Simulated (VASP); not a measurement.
The system is Al2O.

```xyz
6
Lattice="4.6024 0.0000 0.0000 0.0000 4.6024 0.0000 0.0000 0.0000 4.0958" Properties=species:S:1:pos:R:3 pbc="T T T"
Al    0.0000    0.0000    1.0239
Al    0.0000    0.0000    3.0718
Al    0.0000    2.3012    2.0479
Al    2.3012    0.0000    0.0000
O     2.3012    2.3012    0.0000
O     2.3012    2.3012    2.0479
```

The cell was generated, and may not be a known phase.

```yaml
Program: VASP 6.6.1
Task: relaxation of cell and atoms
Functional: PBE
Potentials_or_basis: VASP PAW PBE potentials, release 64 (Al, O_h)
Cutoff: 1340 eV
k_mesh: 4 × 4 × 4
Occupations: gaussian, width 0.1 eV
Spin: no spin polarisation
```

At the start: pressure 15.9 GPa; volume 14.46 Å³/atom.

**Question.** Where does the relaxation end?

**Answer.** Over 19 steps the energy falls by 941.1 meV/atom and the volume is 15.93 Å³/atom (+10.1 %); space group P4_2/mmc (No. 131, to 0.1 Å) before and after.

The path:
| step | energy change (eV) | largest force (eV/Å) | pressure (GPa) | volume (Å³) |
| --- | --- | --- | --- | --- |
| 1 | 0.0000 | 0.0000 | 15.91 | 86.76 |
| 2 | -2.3192 | 0.0000 | -4.19 | 104.91 |
| 3 | -2.3764 | 0.0000 | -5.66 | 107.63 |
| 4 | -2.3977 | 0.0000 | -7.91 | 113.10 |
| 5 | -3.4612 | 0.0000 | -2.36 | 102.51 |
| 6 | -1.8136 | 0.0000 | 59.63 | 69.62 |
| 7 | -4.2495 | 0.0000 | 6.72 | 91.87 |
| 8 | -4.3135 | 0.0000 | 14.87 | 85.93 |
| 9 | -4.6481 | 0.0000 | 15.35 | 85.55 |
| 10 | -4.9940 | 0.0000 | 19.12 | 83.12 |
| 11 | -5.4753 | 0.0000 | 8.08 | 89.00 |
| 12 | -5.5746 | 0.0000 | -0.05 | 94.56 |
| 13 | -5.5788 | 0.0000 | 1.25 | 93.58 |
| 14 | -5.6003 | 0.0000 | 1.09 | 93.83 |
| 15 | -5.6390 | 0.0000 | 0.75 | 94.54 |
| 16 | -5.6167 | 0.0000 | 0.40 | 95.80 |
| 17 | -5.6455 | 0.0000 | 0.62 | 94.96 |
| 18 | -5.6456 | 0.0000 | 0.61 | 94.99 |
| 19 | -5.6466 | 0.0000 | -0.05 | 95.55 |

Final structure:
```cif
data_structure
_symmetry_space_group_name_H-M 'P 1'
_symmetry_Int_Tables_number 1
_cell_length_a 3.6479
_cell_length_b 3.6479
_cell_length_c 7.1802
_cell_angle_alpha 90.000
_cell_angle_beta 90.000
_cell_angle_gamma 90.000
_cell_volume 95.55
loop_
_atom_site_label
_atom_site_type_symbol
_atom_site_fract_x
_atom_site_fract_y
_atom_site_fract_z
_atom_site_occupancy
Al1 Al 0.00000 0.00000 0.25000 1
Al2 Al 0.00000 0.00000 0.75000 1
Al3 Al 0.00000 0.50000 0.50000 1
Al4 Al 0.50000 0.00000 0.00000 1
O1 O 0.50000 0.50000 0.00000 1
O2 O 0.50000 0.50000 0.50000 1
```

Caveat: the k points lie up to 0.43 Å⁻¹ apart in the final cell, too coarse for converged energies and pressures of a metal; a cell axis changed by over 15 % at a fixed basis, so the end point is rough.
